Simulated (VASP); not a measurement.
Set up this calculation in VASP 6.6.1, as the native input.

| Item | Value |
| --- | --- |
| Task | single point |
| Functional | PBE |
| Potentials or basis | VASP PAW PBE potentials, release 64 (Ge_d) |
| Cutoff | 520 eV |
| k mesh | 11 × 11 × 11 |
| Occupations | fermi-dirac, width 0.05 eV |
| Spin | non-collinear spin, zero start, spin-orbit coupling |
| Starting moments | [[0.0, 0.0, 0.0], [0.0, 0.0, 0.0]] μB |
| Dipole correction | no |
| Further INCAR settings | ALGO = Normal; EDIFF = 1e-06; NBANDS = 40 |

The structure of Ge lies in POSCAR:

```
Ge
1.0
    0.0000000000      2.8287700000      2.8287700000
    2.8287700000      0.0000000000      2.8287700000
    2.8287700000      2.8287700000      0.0000000000
Ge
2
Direct
    0.5000000000      0.5000000000      0.5000000000
    0.7500000000      0.7500000000      0.7500000000
```

One way to write it, as run:

INCAR

```
SYSTEM = Ge
PREC = Accurate
ENCUT = 520
EDIFF = 1E-6
ISMEAR = -1
SIGMA = 0.05
LREAL = .False.
LASPH = .True.
NELM = 150
ALGO = Normal
ISIF = 2
LWAVE = .False.
LCHARG = .True.
MAGMOM = 0 0 0 0 0 0
LORBIT = 11
LSORBIT = .True.
GGA_COMPAT = .False.
LORBMOM = .True.
GGA = PE
LVHAR = .True.
NBANDS = 40
```

KPOINTS

```
regular mesh
0
Gamma
  11 11 11
  0 0 0
```

Potentials or basis: VASP PAW PBE potentials, release 64 (Ge_d).

Command:

```bash
$ cat potpaw_PBE.64/Ge_d/POTCAR > POTCAR
$ mpirun -np 1 vasp_ncl > vasp.out
```

It gave:

The pressure is 3.6 GPa and the net moment is 0.00 μB per cell. The valence electrons inside the program's atomic spheres are Ge 12.42.

Caveat: the cell stands under pressure.

Wall time 100 s on 1 thread of Intel(R) Xeon(R) 6975P-C (Granite Rapids) (shared host), peak memory 0.35 GiB.
